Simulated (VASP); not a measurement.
Set up this calculation in VASP 6.6.1, as the native input.

```yaml
Task: single point
Functional: PBE
Potentials_or_basis: VASP PAW PBE potentials, release 64 (Al)
Cutoff: 520 eV
k_mesh: 19 × 19 × 4
Occupations: gaussian, width 0.15 eV
Spin: no spin polarisation
Dipole_correction: no
Further_INCAR_settings: ALGO = Fast; EDIFF = 1e-06; NBANDS = 18
```

The structure of Al lies in POSCAR:

```
Al
1.0
    2.0239800000     -2.0239800000      0.0000000000
    2.0239800000      0.0000000000     -2.0239800000
    8.0959200000      8.0959200000      8.0959200000
Al
6
Direct
    0.6666666667      0.6666666667      0.1666666667
    0.0000000000      0.0000000000      0.0000000000
    0.3333333333      0.3333333333      0.3333333333
    0.6666666667      0.6666666667      0.6666666667
    0.0000000000      0.0000000000      0.5000000000
    0.3333333333      0.3333333333      0.8333333333
```

These files were run (other wordings do the same):

INCAR

```
SYSTEM = Al
  PREC = Accurate
  ENCUT = 520
  EDIFF = 1E-6
  ISMEAR = 0
  SIGMA = 0.15
  LREAL = .FALSE.
  LASPH = .TRUE.
  NELM = 100
  ALGO = Fast
  ISIF = 2
  LWAVE = .FALSE.
  LCHARG = .TRUE.
  GGA = PE
  LELF = .TRUE.
  LVHAR = .TRUE.
  NBANDS = 18
```

KPOINTS

```
Automatic mesh
0
G
  19 19 4
  0 0 0
```

Potentials or basis: VASP PAW PBE potentials, release 64 (Al).

Launch:

```sh
$ cat potpaw_PBE.64/Al/POTCAR > POTCAR
$ mpirun -np 1 vasp_std > vasp.out
```

Results of the run:

| Quantity | Value |
| --- | --- |
| Pressure | -0.5 GPa |
| Band gap on the k mesh | zero (band 9 reaches 11.89 eV, above the bottom of band 10 at 6.16 eV) |

Wall time 3.8 min on 1 thread of AMD EPYC 7R43 64-Core Processor (Zen 3) (shared host), peak memory 0.32 GiB.
